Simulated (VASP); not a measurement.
A run of VASP 6.6.1 is set up as follows.

The input INCAR:

```
SYSTEM = KCl
PREC = Accurate
ENCUT = 600
EDIFF = 1E-6
ISMEAR = -1
SIGMA = 0.05
LREAL = .FALSE.
LASPH = .TRUE.
NELM = 80
ALGO = Normal
ISIF = 3
LWAVE = .FALSE.
LCHARG = .FALSE.
GGA = PS
IBRION = 2
NSW = 80
EDIFFG = -0.02
PSTRESS = 200.0
```

Contents of KPOINTS:

```
regular mesh
0
G
  7 7 7
  0 0 0
```

POSCAR

```
KCl
1.0
    0.0000000000      3.1464700000      3.1464700000
    3.1464700000      0.0000000000      3.1464700000
    3.1464700000      3.1464700000      0.0000000000
K Cl
1 1
Direct
    0.0000000000      0.0000000000      0.0000000000
    0.5000000000      0.5000000000      0.5000000000
```

Potentials or basis: VASP PAW PBE potentials, release 64 (K_sv, Cl).

Launch:

```console
$ cat potpaw_PBE.64/K_sv/POTCAR potpaw_PBE.64/Cl/POTCAR > POTCAR
$ mpirun -np 1 vasp_std > vasp.out
```

**Question.** Estimate the space group after relaxing (to 0.05 Å).

**Answer.** Fm-3m (No. 225).

**Question.** Predict the band gap on the k mesh.

**Answer.** 5.56 eV, indirect (least direct gap 5.80 eV).

The path:
| step | energy change (eV) | largest force (eV/Å) | pressure (GPa) | volume (Å³) |
| --- | --- | --- | --- | --- |
| 1 | 0.0000 | 0.0000 | -0.34 | 62.30 |
| 2 | 2.5116 | 0.0000 | 52.28 | 33.02 |
| 3 | 0.7953 | 0.0000 | 19.03 | 41.38 |
| 4 | 0.8392 | 0.0000 | 19.89 | 41.02 |

Caveat: the cell is relaxed towards a set pressure, so the enthalpy falls and the energy may rise; the volume moved by over 15 % at a fixed basis, so the end points are rough; the PAW data sets were made with another functional, which shifts forces and pressure a little. A k mesh can miss the band edges.
